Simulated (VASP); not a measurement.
Runs of VASP 6.6.1 on Al. The structure is that of space group P4/mmm (No. 123), or close to it. The cells are those of the table. 

```tsv
task	cell	k mesh	cutoff (eV)	gap on the mesh (eV)	pressure (GPa)	relaxed volume (Å³/atom)	largest force (eV/Å)
relaxation of cell and atoms	relaxed from a = 6.017, b = 6.017, c = 2.493 Å, 4 atoms	4 × 4 × 8	600	none	0.0	27.69	-
single point	a = 6.017, b = 6.017, c = 2.493 Å, 4 atoms	4 × 4 × 8	520	none	(a)	-	0.24
relaxation of cell and atoms	relaxed from a = 6.364, b = 6.364, c = 2.737 Å, 4 atoms	8 × 8 × 16	600	none	0.0	27.68	0.01
single point	a = 6.364, b = 6.364, c = 2.737 Å, 4 atoms	4 × 4 × 8	520	none	0.0	-	-
single point	a = 6.384, b = 6.384, c = 2.716 Å, 4 atoms	8 × 8 × 16	520	none	0.0	-	-
```

Alike in all rows: level PBE; potentials or basis VASP PAW PBE potentials, release 64 (Al); no spin polarisation; smearing gaussian 0.1 eV.

Problem. Estimate the missing entries.

Solution. (a) 12.2.

Caveats: the volume moved by over 15 % at a fixed basis, so the end points are rough (some runs).

A gap of «none» marks levels without a gap at the run's occupations.
